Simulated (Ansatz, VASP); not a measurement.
## AlN: VASP beside Ansatz

INCAR

```
  PREC = Accurate
  ENCUT = 520
  EDIFF = 1E-6
  ISMEAR = -1
  SIGMA = 0.01
  LREAL = F
  LASPH = T
  NELM = 100
  ALGO = Normal
  ISIF = 2
  LWAVE = F
  LCHARG = T
  GGA = CA
  LELF = T
  LVHAR = T
  NBANDS = 11
```

File KPOINTS:

```
regular mesh
0
Gamma
  12 12 12
```

POSCAR

```
AlN
1.0
    0.0395600000      1.9977800000      1.9977800000
    1.9977800000      0.0395600000      1.9977800000
    1.9977800000      1.9977800000      0.0395600000
Al N
1 1
Direct
    0.0000000000      0.0000000000      0.0000000000
    0.5000000000      0.5000000000      0.5000000000
```

Input for Ansatz:

```yaml
crystal:
  lattice:
    - [0.03956, 1.99778, 1.99778]
    - [1.99778, 0.03956, 1.99778]
    - [1.99778, 1.99778, 0.03956]
  atoms:
    - { symbol: Al, position: [0.0, 0.0, 0.0] }
    - { symbol: "N", position: [0.5, 0.5, 0.5] }
kpoints:
  mp_grid: { grid: [12, 12, 12] }
  band_path:
    path:
      - [0.0, 0.0, 0.0]
      - [0.5, 0.5, 0.5]
      - [0.2451701269, 0.5, 0.7548298731]
      - [-0.2451701269, 0.2451701269, 0.5]
      - [0.0, 0.0, 0.5]
      - [0.0, 0.0, 0.0]
      - [-0.3725850634, 0.0, 0.3725850634]
      - [0.0, 0.3725850634, 0.6274149366]
      - [0.0, 0.5, 0.5]
    npoints: 5
scf:
  occupations: { method: fermi_dirac, width: 0.01 }
hamiltonian:
  xc: lda
  pseudopotentials: { kind: all_electron, lapw: { basis_error: 0.0005 } }
output:
  forces: true
  stress: true
  eigenvalues: true
```

Change from the starting cell: equal xy, yz and zx shear strains of +2 %.

Alike in both runs: task single point; functional LDA; k mesh 12 × 12 × 12; occupations fermi-dirac, width 0.01 eV; no spin polarisation.

|  | VASP | Ansatz |
| --- | --- | --- |
| version | VASP 6.6.1 | Ansatz 0.2.0 |
| potentials or method | VASP PAW LDA potentials, release 64 (Al, N), cutoff 520 eV | all-electron LAPW, scalar-relativistic |

|  | VASP | Ansatz | Ansatz less VASP |
| --- | --- | --- | --- |
| gap on the k mesh at the Fermi level (eV) | 4.60 | 4.61 | +0.008 |
| pressure (GPa) | 13.4 | 12.6 | -0.77 |
| traceless stress, the component that is largest in VASP (GPa) | -7.08 | -7.09 | -0.002 |

LDA's correlation is that of Perdew and Zunger in VASP and of Perdew and Wang (1992) in Ansatz. Ansatz ran all-electron here, and VASP with PAW potentials.
